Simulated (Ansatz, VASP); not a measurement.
# Two plane-wave programs on Al2GaAs3

```
Al Ga As
1.0
     3.85363    0.00000    0.00000
    -1.92681    3.33734    0.00000
     0.00000    0.00000    9.43942
Al Ga As
2 1 3
Direct
  0.00000 0.00000 0.00000
  0.66667 0.33333 0.33333
  0.33333 0.66667 0.66667
  0.00000 0.00000 0.75000
  0.33333 0.66667 0.41667
  0.66667 0.33333 0.08333
```

Alike in both runs: task single point; functional PBE; k mesh 6 × 6 × 2; occupations gaussian, width 0.1 eV; no spin polarisation.

```csv
,VASP,Ansatz
version,VASP 6.6.1,Ansatz 0.2.0
potentials or method,"VASP PAW PBE potentials, release 64 (Al, Ga_d, As), cutoff 500 eV","scalar-relativistic, plane waves, PAW"
valence electrons in the cell,34,64
```

```tsv
	VASP	Ansatz	Ansatz less VASP
gap on the k mesh at the Fermi level (eV)	1.17	1.18	+0.012
least direct gap on the mesh (eV)	1.81	1.82	+0.001
pressure (GPa)	14.2	13.9	-0.30
traceless stress, the component that is largest in VASP (GPa)	-0.12	-0.12	+0.001
rms of the force components (eV/Å)	0.032	0.032	0.0000
```

Atom by atom the forces differ by 0.001 eV/Å (rms over components). VASP's potentials hold 34 valence electrons a cell and Ansatz's 64, so a difference there can come from the potentials and not from the codes.
